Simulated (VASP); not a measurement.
**Mo: single point with PBE**

The system is Mo.

```xyz
1
Lattice="-1.6112 1.6112 1.6112 1.6112 -1.6112 1.6112 1.6112 1.6112 -1.6112" Properties=species:S:1:pos:R:3 pbc="T T T"
Mo    0.0000    0.0000    0.0000
```

```
Program             : VASP 6.6.1
Task                : single point
Functional          : PBE
Potentials or basis : VASP PAW PBE potentials, release 64 (Mo_sv)
Cutoff              : 520 eV
k mesh              : 18 × 18 × 18
Occupations         : gaussian, width 0.1 eV
Spin                : no spin polarisation
```

```yaml
Pressure: -12.9 GPa
Band_gap_on_the_k_mesh: zero (band 7 reaches 15.13 eV, above the bottom of band 8 at 10.29 eV)
```

Levels at points of the mesh, in eV from the Fermi level:
```csv
k point,band 4,band 5,band 6,band 7,band 8,band 9,band 10,band 11
"(0.00, 0.00, 0.00)",-34.70,-7.01,-1.25,-1.25,-1.25,1.53,1.53,14.71
"(0.50, 0.00, 0.00)",-34.70,-4.93,-3.10,1.39,1.53,2.10,4.28,10.63
"(0.50, 0.50, 0.50)",-35.48,-4.94,-4.94,3.60,3.60,3.60,8.55,8.55
```

It took 15 s on 1 thread of Intel(R) Xeon(R) Platinum 8488C (Sapphire Rapids), with other jobs on the host, peak memory 0.17 GiB.
